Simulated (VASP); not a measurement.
A run of VASP 6.6.1 is set up as follows.

The input INCAR:

```
SYSTEM = V
ALGO = Normal
EDIFF = 1E-6
EDIFFG = -0.01
ENCUT = 600
GGA = RE
IBRION = 2
ISIF = 3
ISMEAR = -1
LASPH = .True.
LCHARG = .False.
LREAL = .False.
LWAVE = .False.
NELM = 80
NSW = 80
PREC = Accurate
SIGMA = 0.1
```

File KPOINTS:

```
k-points
0
Gamma
  9 9 12
  0 0 0
```

Contents of POSCAR:

```
V
1.0
    4.2751219178      0.0000000000      0.0000000000
   -2.1375609589      3.7023641851      0.0000000000
    0.0000000000      0.0000000000      2.6206497356
V
3
Direct
    0.0000000000      0.0000000000      0.0000000000
    0.3333333333      0.6666666667      0.5000000000
    0.6666666667      0.3333333333      0.5000000000
```

Potentials or basis: VASP PAW PBE potentials, release 64 (V_sv).

Run with:

```sh
$ cat potpaw_PBE.64/V_sv/POTCAR > POTCAR
$ mpirun -np 1 vasp_std > vasp.out
```

Question: What does it give for the relaxed cell?

Answer: a = 4.477 Å, b = 4.477 Å, c = 2.410 Å, α = 90.00°, β = 90.00°, γ = 120.00°.

Question: Predict the space group after relaxing (to 0.05 Å).

Answer: P6/mmm (No. 191).

Question: Predict the relaxed volume.

Answer: 13.95 Å³/atom.

Step by step:
| step | energy change (eV) | largest force (eV/Å) | pressure (GPa) | volume (Å³) |
| --- | --- | --- | --- | --- |
| 1 | 0.0000 | 0.0000 | 2.63 | 41.48 |
| 2 | -0.3068 | 0.0000 | -3.32 | 42.69 |
| 3 | -0.3111 | 0.0000 | -3.67 | 42.79 |
| 4 | -0.3099 | 0.0000 | 4.17 | 40.87 |
| 5 | -0.3240 | 0.0000 | -0.02 | 41.84 |

Caveat: the PAW data sets were made with another functional, which shifts forces and pressure a little.
